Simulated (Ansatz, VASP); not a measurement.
**Ru in VASP and in Ansatz**

```
Ru
1.0
     2.57651    0.00000    0.00000
     0.00000    2.57651    0.00000
     0.00000    0.00000    2.57651
Ru
1
Cartesian
  0.0000 0.0000 0.0000
```

Alike in both runs: task single point; functional PBEsol; k mesh 14 × 14 × 14; occupations fermi-dirac, width 0.1 eV; no spin polarisation.

```csv
,VASP,Ansatz
version,VASP 6.6.1,Ansatz 0.2.0
potentials or method,"VASP PAW PBE potentials, release 64 (Ru_pv), cutoff 520 eV","plane waves (420 eV) with PAW, scalar-relativistic"
valence electrons in the cell,14,16
```

|  | VASP | Ansatz | Ansatz less VASP |
| --- | --- | --- | --- |
| pressure (GPa) | -21.1 | -21.2 | -0.03 |

VASP's potentials were made for PBE, not for PBEsol, and Ansatz warns of the same on its side. The functional is the same, so the differences come from potentials, cutoffs and numerics. VASP's potentials hold 14 valence electrons a cell and Ansatz's 16, so a difference there can come from the potentials and not from the codes.
